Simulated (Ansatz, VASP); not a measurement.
## One calculation of InAs, two programs

```
In As
1.0
     0.00000    3.01800    3.01800
     3.01800    0.00000    3.01800
     3.01800    3.01800    0.00000
In As
1 1
Cartesian
  0.0000 0.0000 0.0000
  1.5090 1.5090 1.5090
```

Alike in both runs: task single point; functional PBE; k mesh 12 × 12 × 12; occupations gaussian, width 0.1 eV; no spin polarisation.

|  | VASP | Ansatz |
| --- | --- | --- |
| version | VASP 6.6.1 | Ansatz 0.2.0 |
| potentials or method | VASP PAW PBE potentials, release 64 (In_d, As), cutoff 500 eV | scalar-relativistic, plane waves, PAW |
| valence electrons in the cell | 18 | 28 |

```csv
,VASP,Ansatz,Ansatz less VASP
gap on the k mesh at the Fermi level (eV),none,none,-
pressure (GPa),4.3,4.3,-0.07
```

A gap of «none» marks a metal or a gap that the smearing closes. VASP's potentials hold 18 valence electrons a cell and Ansatz's 28, so a difference there can come from the potentials and not from the codes.
